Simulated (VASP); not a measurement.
**B: single point with PBE**

The system is B.

```
CELL_PARAMETERS angstrom
2.05463 0.00000 0.00000
0.00000 2.05463 0.00000
0.00000 0.00000 5.59272
ATOMIC_POSITIONS crystal
B 0.00000 0.00000 0.50000
B 0.50000 0.50000 0.25000
B 0.50000 0.50000 0.75000
B 0.00000 0.00000 0.00000
```

```json
{
  "Program": "VASP 6.6.1",
  "Task": "single point",
  "Functional": "PBE",
  "Potentials or basis": "VASP PAW PBE potentials, release 64 (B)",
  "Cutoff": "520 eV",
  "k mesh": "8 × 8 × 4",
  "Occupations": "gaussian, width 0.1 eV",
  "Spin": "no spin polarisation"
}
```

| Quantity | Value |
| --- | --- |
| Pressure | 0.0 GPa |
| Band gap on the k mesh | zero (band 6 reaches 16.92 eV, above the bottom of band 7 at 7.93 eV) |

Levels at points of the mesh, in eV from the Fermi level:
```csv
k point,band 2,band 3,band 4,band 5,band 6,band 7,band 8,band 9,band 10,band 11
"(0.00, 0.00, 0.00)",-15.31,-15.31,-6.55,0.83,5.41,5.41,9.30,9.30,9.30,9.30
"(0.50, 0.00, 0.00)",-12.07,-9.96,-9.96,-5.61,-5.61,1.59,1.59,6.30,6.30,11.74
"(0.50, 0.50, 0.00)",-7.46,-2.98,-2.98,-2.98,-2.98,-0.76,-0.76,-0.14,-0.14,4.12
"(0.00, 0.00, 0.50)",-18.18,-10.69,-10.69,6.42,6.42,6.42,6.42,6.60,6.60,13.40
"(0.50, 0.00, 0.50)",-11.27,-11.27,-11.27,-2.57,-2.57,-2.57,-2.57,10.85,10.85,10.85
"(0.50, 0.50, 0.50)",-6.33,-6.33,-6.33,-0.49,-0.49,-0.49,-0.49,2.31,2.31,2.31
```

Wall time 5 s on 1 thread of Intel(R) Xeon(R) 6975P-C (Granite Rapids), with other jobs on the host, peak memory 0.13 GiB.

Caveat: the k points lie up to 0.38 Å⁻¹ apart.
